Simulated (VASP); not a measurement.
# SrCl2 (I4/mmm) in VASP: a series of runs

The runs below take SrCl2 through single point, with PBE.

All numbers are computed with VASP 6.6.1; they aren't measurements. Logs are shortened: lines on timing, memory, paths and dates and some standing lists are left out, and cuts for length are marked.

**1. The cell of the first run**

Symmetry: I4/mmm, No. 139, tetragonal system. Conventional cell: a = 4.897 Å, b = 4.897 Å, c = 7.503 Å, α = 90.00°, β = 90.00°, γ = 90.00°. Sr (site symmetry 4/mmm) has 8 Cl at 3.08 Å within 4.1 Å. Cl (site symmetry -4m2) has 4 Sr at 3.08 Å and 6 Cl at 3.46 to 3.75 Å within 4.1 Å.

**2. Single point, PBE (29.99 Å³/atom)**

INCAR reads:

```
SYSTEM = SrCl2
PREC = Accurate
ENCUT = 520
EDIFF = 1E-6
ISMEAR = 0
SIGMA = 0.05
LREAL = .FALSE.
LASPH = .TRUE.
NELM = 80
ALGO = Normal
ISIF = 2
LWAVE = .FALSE.
LCHARG = .FALSE.
GGA = PE
NBANDS = 19
```

KPOINTS reads:

```
regular mesh
0
G
  6 6 6
  0 0 0
```

POSCAR reads:

```
SrCl2
1.0
    0.0000000000      3.4625691422      3.7516936656
    3.4625691422      0.0000000000      3.7516936656
    3.4625691422      3.4625691422      0.0000000000
Sr Cl
1 2
Direct
    0.0000000000      0.0000000000      0.0000000000
    0.2500000000      0.2500000000      0.2500000000
    0.7500000000      0.7500000000      0.7500000000
```

Potentials or basis: VASP PAW PBE potentials, release 64 (Sr_sv, Cl).

The run is started by

```sh
$ cat potpaw_PBE.64/Sr_sv/POTCAR potpaw_PBE.64/Cl/POTCAR > POTCAR
$ mpirun -np 1 vasp_std > vasp.out
```

OUTCAR:

```text
SYSTEM = SrCl2
   PREC = Accurate
   ENCUT = 520
   EDIFF = 1E-6
   ISMEAR = 0
   LREAL = .FALSE.
   LASPH = .TRUE.
   NELM = 80
   ISIF = 2
   GGA = PE

 ion  position               nearest neighbor table
   1  0.000  0.000  0.000-   3 3.08   3 3.08   3 3.08   2 3.08   3 3.08   2 3.08   2 3.08   2 3.08

   2  0.250  0.250  0.250-   1 3.08   1 3.08   1 3.08   1 3.08
   3  0.750  0.750  0.750-   1 3.08   1 3.08   1 3.08   1 3.08

  LATTYP: Found a body centered tetragonal cell.
 ALAT       =     4.8968122416
 C/A-ratio  =     1.5323003948

  Lattice vectors:

 A1 = (  -3.4625691422,   0.0000000000,   3.7516936656)
 A2 = (   3.4625691422,   0.0000000000,   3.7516936656)
 A3 = (   0.0000000000,   3.4625691422,  -3.7516936656)

Analysis of symmetry for initial positions (statically):
=====================================================================
 Subroutine PRICEL returns:
 Original cell was already a primitive cell.

 Routine SETGRP: Setting up the symmetry group for a
 body centered tetragonal supercell.

 Subroutine GETGRP returns: Found 16 space group operations
 (whereof 16 operations were pure point group operations)
 out of a pool of 16 trial point group operations.

The static configuration has the point symmetry D_4h.

Analysis of symmetry for dynamics (positions and initial velocities):
=====================================================================
 Subroutine PRICEL returns:
 Original cell was already a primitive cell.

 Routine SETGRP: Setting up the symmetry group for a
 body centered tetragonal supercell.

 Subroutine GETGRP returns: Found 16 space group operations
 (whereof 16 operations were pure point group operations)
 out of a pool of 16 trial point group operations.

The dynamic configuration has the point symmetry D_4h.

 Subroutine INISYM returns: Found 16 space group operations
 (whereof 16 operations are pure point group operations),
 and found     1 'primitive' translations

----------------------------------------------------------------------------------------

                                     Primitive cell

  volume of cell :      89.9610

  direct lattice vectors                    reciprocal lattice vectors
     0.000000000  3.462569142  3.751693666    -0.144401449  0.144401449  0.133273141
     3.462569142  0.000000000  3.751693666     0.144401449 -0.144401449  0.133273141
     3.462569142  3.462569142  0.000000000     0.144401449  0.144401449 -0.133273141

  length of vectors
     5.105349197  5.105349197  4.896812242     0.243855053  0.243855053  0.243855053

  position of ions in fractional coordinates (direct lattice)
     0.000000000  0.000000000  0.000000000
     0.250000000  0.250000000  0.250000000
     0.750000000  0.750000000  0.750000000

  ion indices of the primitive-cell ions
   primitive index   ion index
                 1           1
                 2           2
                 3           3

----------------------------------------------------------------------------------------

 KPOINTS: regular mesh

Automatic generation of k-mesh.
 Grid dimensions read from file:
 generate k-points for:    6    6    6

 Generating k-lattice:

  Cartesian coordinates                     Fractional coordinates (reciprocal lattice)
    -0.024066908  0.024066908  0.022212190     0.166666667 -0.000000000  0.000000000
     0.024066908 -0.024066908  0.022212190    -0.000000000  0.166666667  0.000000000
     0.024066908  0.024066908 -0.022212190     0.000000000  0.000000000  0.166666667

  Length of vectors
     0.040642509  0.040642509  0.040642509

  Shift w.r.t. Gamma in fractional coordinates (k-lattice)
     0.000000000  0.000000000  0.000000000

 Subroutine IBZKPT returns following result:
 ===========================================

 Found     30 irreducible k-points:

 Following reciprocal coordinates:
            Coordinates               Weight
  0.000000  0.000000  0.000000      1.000000
  0.166667  0.000000  0.000000      8.000000
  0.333333  0.000000  0.000000      8.000000
  0.500000  0.000000  0.000000      4.000000
  0.166667  0.166667  0.000000      2.000000
  0.333333  0.166667  0.000000      8.000000
[... 16 lines left out ...]
  0.333333  0.000000  0.333333      4.000000
  0.500000  0.000000  0.333333     16.000000
 [... further k-points ...]
   k-points           NKPTS =     30   k-points in BZ     NKDIM =     30   number of bands    NBANDS=     19
   number of dos      NEDOS =    301   number of ions     NIONS =      3
   total plane-waves  NPLWV =  57600
   dimension x,y,z NGX =    40 NGY =   40 NGZ =   36
   dimension x,y,z NGXF=    80 NGYF=   80 NGZF=   72
   ions per type =               1   2
   NGX,Y,Z   is equivalent  to a cutoff of  13.03, 13.03, 12.22 a.u.
   NGXF,Y,Z  is equivalent  to a cutoff of  26.05, 26.05, 24.44 a.u.
 SYSTEM =  SrCl2
   PREC   = accura    normal or accurate (medium, high low for compatibility)
   ISTART =      0    job   : 0-new  1-cont  2-samecut
   ICHARG =      2    charge: 1-file 2-atom 10-const
   ISPIN  =      1    spin polarized calculation?
   LNONCOLLINEAR =      F non collinear calculations
   LSORBIT =      F    spin-orbit coupling
   LASPH  =      T    aspherical Exc in radial PAW
   ENCUT  =  520.0 eV  38.22 Ry    6.18 a.u.   9.49  9.49  9.10*2*pi/ulx,y,z
   NELM   =     80;   NELMIN=  2; NELMDL= -5     # of ELM steps
   EDIFF  = 0.1E-05   stopping-criterion for ELM
   LREAL  =      F    real-space projection
   EDIFFG = 0.1E-04   stopping-criterion for IOM
   NSW    =      0    number of steps for IOM
   IBRION =     -1    ionic relax: 0-MD 1-quasi-New 2-CG
   NFREE  =      0    steps in history (QN), initial steepest desc. (CG)
   ISIF   =      2    stress and relaxation
   ISYM   =      2    0-nonsym 1-usesym 2-fastsym
   POTIM  = 0.5000    time-step for ionic-motion
   TEBEG  =    0.0;   TEEND  =   0.0 temperature during run
   PSTRESS=    0.0 pullay stress
   NELECT =      24.0000    total number of electrons
   NUPDOWN=      -1.0000    fix difference up-down
   EMIN   =  10.00;   EMAX   =-10.00  energy-range for DOS
   EFERMI =   0.00;   METHOD = LEGACY
   ISMEAR =     0;   SIGMA  =   0.05  broadening in eV -4-tet -1-fermi 0-gaus
   EFERMI_NEDOS =   21; number of points for ismear=-14 and -15
   IALGO  =     38    algorithm
   IMIX   =      4    mixing-type and parameters
     AMIX     =   0.40;   BMIX     =  1.00
     AMIX_MAG =   1.60;   BMIX_MAG =  1.00
  volume/ion in A,a.u.               =      29.99       202.36
  Fermi-wavevector in a.u.,A,eV,Ry     =   1.053886  1.991557 15.111673  1.110677
  Thomas-Fermi vector in A             =   2.189025
   LORBIT       =      0    0 simple, 1 ext, 2 COOP (PROOUT), +10 PAW based schemes
   GGA     = PE    functional components
   LHFCALC =     F    Hartree Fock is set to
   AEXX    =    0.0000 exact exchange contribution
   IVDW    =     0    specifies the selected vdW correction
   LEPSILON=     F    determine dielectric tensor
   LRPA    =     F    only Hartree local field effects (RPA)
 non-spin polarized calculation
 Gauss-broadening in eV      SIGMA  =   0.05
  energy-cutoff  :      520.00
  volume of cell :       89.96
 maximum number of plane-waves:      2445
 NGX is ok and might be reduce to    40
   NGX = 19   NGY = 19   NGZ = 19

 number of electron      24.0000001 magnetization

 Free energy of the ion-electron system (eV)
  ---------------------------------------------------
  ext. energy  EPLUGINS =         0.00000000
  ---------------------------------------------------
  free energy    TOTEN  =       -12.72850624 eV

  energy without entropy =      -12.72850624  energy(sigma->0) =      -12.72850624

 E-fermi :   0.2779     XC(G=0):  -8.0365

 val. band max:       -0.0171239437   @ k =   0.5000   0.0000   0.5000
 cond. band min:       4.7531195726   @ k =   0.0000   0.0000   0.0000
 fundamental gap:      4.7702435163
 Fermi energy:         0.2779346135

 k-point     1 :       0.0000    0.0000    0.0000
  band No.  band energies     occupation
      1     -33.3148      2.00000
      2     -15.2899      2.00000
      3     -15.2899      2.00000
      4     -15.2623      2.00000
      5     -13.3317      2.00000
      6     -12.5670      2.00000
[... 11 lines left out ...]
     18       8.7148      0.00000
     19       8.7230      0.00000

 k-point     2 :       0.1667    0.0000    0.0000
  band No.  band energies     occupation
      1     -33.3143      2.00000
      2     -15.3377      2.00000
      3     -15.2918      2.00000
      4     -15.2722      2.00000
      5     -13.2201      2.00000
      6     -12.6186      2.00000
[... 11 lines left out ...]
     18       8.3030      0.00000
     19       9.2516      0.00000

 k-point     3 :       0.3333    0.0000    0.0000
  band No.  band energies     occupation
      1     -33.3132      2.00000
      2     -15.4298      2.00000
      3     -15.2954      2.00000
      4     -15.2802      2.00000
      5     -13.0288      2.00000
      6     -12.6988      2.00000
[... 11 lines left out ...]
     18       8.1205      0.00000
     19       8.6016      0.00000

 k-point     4 :       0.5000    0.0000    0.0000
  band No.  band energies     occupation
      1     -33.3126      2.00000
      2     -15.4706      2.00000
      3     -15.2973      2.00000
      4     -15.2836      2.00000
      5     -12.9688      2.00000
      6     -12.7058      2.00000
[... 11 lines left out ...]
     18       8.1436      0.00000
     19       8.2348      0.00000

 k-point     5 :       0.1667    0.1667    0.0000
  band No.  band energies     occupation
      1     -33.3142      2.00000
      2     -15.3355      2.00000
      3     -15.2948      2.00000
      4     -15.2948      2.00000
      5     -13.1923      2.00000
      6     -12.6120      2.00000
[... 11 lines left out ...]
     18       8.1783      0.00000
     19       8.3539      0.00000

 k-point     6 :       0.3333    0.1667    0.0000
  band No.  band energies     occupation
      1     -33.3134      2.00000
      2     -15.4103      2.00000
      3     -15.3055      2.00000
      4     -15.2991      2.00000
      5     -13.0291      2.00000
      6     -12.6738      2.00000
[... 11 lines left out ...]
     18       7.7747      0.00000
     19       8.9620      0.00000

 k-point     7 :       0.5000    0.1667    0.0000
  band No.  band energies     occupation
      1     -33.3126      2.00000
      2     -15.4511      2.00000
      3     -15.3255      2.00000
      4     -15.3003      2.00000
      5     -12.9229      2.00000
      6     -12.7129      2.00000
[... 11 lines left out ...]
     18       8.1558      0.00000
     19       8.8454      0.00000

 k-point     8 :      -0.3333    0.1667    0.0000
  band No.  band energies     occupation
      1     -33.3126      2.00000
      2     -15.4401      2.00000
      3     -15.3201      2.00000
      4     -15.2973      2.00000
      5     -12.9112      2.00000
      6     -12.7568      2.00000
[... 256 lines left out ...]
 k-point    20 :      -0.3333    0.3333    0.1667
  band No.  band energies     occupation
      1     -33.3122      2.00000
      2     -15.4263      2.00000
      3     -15.3781      2.00000
      4     -15.3079      2.00000
      5     -12.8529      2.00000
      6     -12.7380      2.00000
[... 11 lines left out ...]
     18       8.5495      0.00000
     19       9.4070      0.00000

 k-point    21 :      -0.1667    0.3333    0.1667
  band No.  band energies     occupation
      1     -33.3124      2.00000
      2     -15.4434      2.00000
      3     -15.3239      2.00000
      4     -15.3072      2.00000
      5     -12.8376      2.00000
      6     -12.8093      2.00000
[... 11 lines left out ...]
     18       8.2406      0.00000
     19       9.1946      0.00000

 k-point    22 :      -0.3333    0.5000    0.1667
  band No.  band energies     occupation
      1     -33.3122      2.00000
      2     -15.4600      2.00000
      3     -15.3612      2.00000
      4     -15.3128      2.00000
      5     -12.8181      2.00000
      6     -12.7341      2.00000
[... 11 lines left out ...]
     18       8.8146      0.00000
     19       9.4368      0.00000

 k-point    23 :       0.3333    0.0000    0.3333
  band No.  band energies     occupation
      1     -33.3125      2.00000
      2     -15.4625      2.00000
      3     -15.3141      2.00000
      4     -15.2769      2.00000
      5     -12.8683      2.00000
      6     -12.8060      2.00000
[... 11 lines left out ...]
     18       7.7626      0.00000
     19       9.1189      0.00000

 k-point    24 :       0.5000    0.0000    0.3333
  band No.  band energies     occupation
      1     -33.3119      2.00000
      2     -15.4775      2.00000
      3     -15.3350      2.00000
      4     -15.2898      2.00000
      5     -12.8520      2.00000
      6     -12.7589      2.00000
[... 11 lines left out ...]
     18       8.4576      0.00000
     19       9.2080      0.00000

 [... further k-points ...]

------------------------ aborting loop because EDIFF is reached ----------------------------------------

  FORCE on cell =-STRESS in cart. coord.  units (eV):
  Direction    XX          YY          ZZ          XY          YZ          ZX
  --------------------------------------------------------------------------------------
  -------------------------------------------------------------------------------------
  Total        0.2274511      0.2274511     -1.8974313      0.0000000     -0.0000000     -0.0000000
  in kB        4.0508327      4.0508327    -33.7926600      0.0000000     -0.0000000     -0.0000000
  external PRESSURE =      -8.5636649 kB  Pullay stress =       0.0000000 kB

 VOLUME and BASIS-vectors are now :
 -----------------------------------------------------------------------------
  energy-cutoff  :      520.00
  volume of cell :       89.96
      direct lattice vectors                 reciprocal lattice vectors
     0.000000000  3.462569142  3.751693666    -0.144401449  0.144401449  0.133273141
     3.462569142  0.000000000  3.751693666     0.144401449 -0.144401449  0.133273141
     3.462569142  3.462569142  0.000000000     0.144401449  0.144401449 -0.133273141

 POSITION                                       TOTAL-FORCE (eV/Angst)
 -----------------------------------------------------------------------------------
      0.00000      0.00000      0.00000        -0.000000      0.000000     -0.000000
      1.73128      1.73128      1.87585        -0.000000     -0.000000      0.000000
      5.19385      5.19385      5.62754         0.000000      0.000000     -0.000000
 -----------------------------------------------------------------------------------
    total drift:                               -0.000000     -0.000000      0.000000

  FREE ENERGIE OF THE ION-ELECTRON SYSTEM (eV)
  ---------------------------------------------------
  free  energy   TOTEN  =       -12.7285062361 eV

  energy  without entropy=      -12.7285062361  energy(sigma->0) =      -12.72850624
```

Run time: 43 s. Hardware: 1 thread of Intel Xeon Platinum 8259CL at 2.50GHz (Skylake/Cascade Lake), shared host; peak memory 0.25 GiB.

Results:

```
Free energy            : -12.7285 eV
Pressure               : -0.9 GPa
Band gap on the k mesh : 4.77 eV (least direct gap 5.06 eV)
```

Stress tensor (GPa, compression positive):
```
 0.41  0.00  0.00
 0.00  0.41  0.00
 0.00  0.00 -3.38
```

Levels at points of the mesh, in eV from the valence-band top:
```csv
k point,band 8,band 9,band 10,band 11,band 12,band 13,band 14,band 15,band 16,band 17
"(0.00, 0.00, 0.00)",-2.16,-1.97,-0.84,-0.29,-0.29,4.77,5.83,6.16,8.57,8.69
"(0.50, 0.00, 0.00)",-1.52,-1.52,-1.40,-1.17,-1.11,6.39,6.47,7.05,7.54,8.11
"(0.50, 0.50, 0.00)",-1.92,-1.92,-0.43,-0.39,-0.39,5.32,6.32,7.26,7.36,7.36
"(0.50, 0.00, 0.50)",-2.06,-1.80,-0.88,-0.26,0.00,5.28,6.86,7.28,7.67,7.85
```

A k mesh can miss the band edges. As with any semilocal functional, this PBE gap is likely too small.

**3. Single point, PBE (29.99 Å³/atom)**

INCAR reads:

```
SYSTEM = SrCl2
PREC = Accurate
ENCUT = 520
EDIFF = 1E-6
ISMEAR = 0
SIGMA = 0.05
LREAL = .False.
LASPH = .True.
NELM = 60
ALGO = Normal
ISIF = 2
LWAVE = .False.
LCHARG = .True.
GGA = PE
LELF = .True.
LVHAR = .True.
NBANDS = 19
```

KPOINTS reads:

```
Automatic mesh
0
Gamma
  6 6 6
  0 0 0
```

POSCAR reads:

```
SrCl2
1.0
    0.0000000000      3.6139082795      3.4440545903
    3.6139082795      0.0000000000      3.4440545903
    3.6139082795      3.6139082795      0.0000000000
Sr Cl
1 2
Direct
    0.0000000000      0.0000000000      0.0000000000
    0.2500000000      0.2500000000      0.2500000000
    0.7500000000      0.7500000000      0.7500000000
```

Potentials or basis: VASP PAW PBE potentials, release 64 (Sr_sv, Cl).

The run is started by

```sh
$ cat potpaw_PBE.64/Sr_sv/POTCAR potpaw_PBE.64/Cl/POTCAR > POTCAR
$ mpirun -np 1 vasp_std > vasp.out
```

Wall time 48 s (1 thread of Intel Xeon Platinum 8259CL at 2.50GHz (Skylake/Cascade Lake), shared host); peak memory 0.25 GiB.

It converged, with:

```
Free energy            : -12.7644 eV
Pressure               : -0.9 GPa
Band gap on the k mesh : 4.87 eV (least direct gap 5.14 eV)
```

Stress tensor (GPa, compression positive):
```
-1.65  0.00  0.00
 0.00 -1.65  0.00
 0.00  0.00  0.67
```

Levels at points of the mesh, in eV from the valence-band top:
```
           k point  band 9  band 10  band 11  band 12  band 13  band 14  band 15  band 16
(0.00, 0.00, 0.00)   -2.08    -0.62    -0.62    -0.27     4.87     5.76     6.09     8.67
(0.50, 0.00, 0.00)   -1.54    -1.41    -1.19    -1.14     6.41     6.48     7.07     7.56
(0.50, 0.50, 0.00)   -1.95    -0.62    -0.62     0.00     5.31     6.89     7.24     7.77
(0.50, 0.00, 0.50)   -1.85    -0.71    -0.31    -0.28     5.31     6.57     7.26     7.49
```
